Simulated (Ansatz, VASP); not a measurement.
# CaSe: VASP beside Ansatz

File INCAR:

```
PREC = Accurate
ENCUT = 520
EDIFF = 1E-7
ISMEAR = 0
SIGMA = 0.01
LREAL = False
LASPH = True
NELM = 100
ALGO = Normal
ISIF = 2
LWAVE = False
LCHARG = False
GGA = PE
NBANDS = 15
```

Contents of KPOINTS:

```
regular mesh
0
Gamma
  6 6 6
```

File POSCAR:

```
CaSe
1.0
    0.0000000000      2.9795339202      2.9795339202
    2.9795339202      0.0000000000      2.9795339202
    2.9795339202      2.9795339202      0.0000000000
Ca Se
1 1
Direct
    0.0000000000      0.0000000000      0.0000000000
    0.5000000000      0.5000000000      0.5000000000
```

Input for Ansatz:

```yaml
crystal:
  lattice:
    - [0.0, 2.9795339202, 2.9795339202]
    - [2.9795339202, 0.0, 2.9795339202]
    - [2.9795339202, 2.9795339202, 0.0]
  atoms:
    - { symbol: Ca, position: [0.0, 0.0, 0.0] }
    - { symbol: Se, position: [0.5, 0.5, 0.5] }
kpoints:
  mp_grid: { grid: [6, 6, 6] }
hamiltonian:
  xc: pbe
scf:
  occupations: { method: fixed }
  n_extra_bands: 4
output:
  forces: true
  stress: true
  eigenvalues: true
```

Alike in both runs: task single point; functional PBE; k mesh 6 × 6 × 6; no spin polarisation.

|  | VASP | Ansatz |
| --- | --- | --- |
| version | VASP 6.6.1 | Ansatz 0.2.0 |
| potentials or method | VASP PAW PBE potentials, release 64 (Ca_sv, Se) | plane waves, PAW |
| plane-wave cutoff (eV) | 520 | 420 |
| occupations | gaussian, width 0.01 eV | fixed |
| valence electrons in the cell | 16 | 26 |

```csv
,VASP,Ansatz,Ansatz less VASP
gap on the k mesh at the Fermi level (eV),2.07,2.08,+0.009
pressure (GPa),0.1,0.0,-0.16
```

VASP's potentials hold 16 valence electrons a cell and Ansatz's 26, so a difference there can come from the potentials and not from the codes.
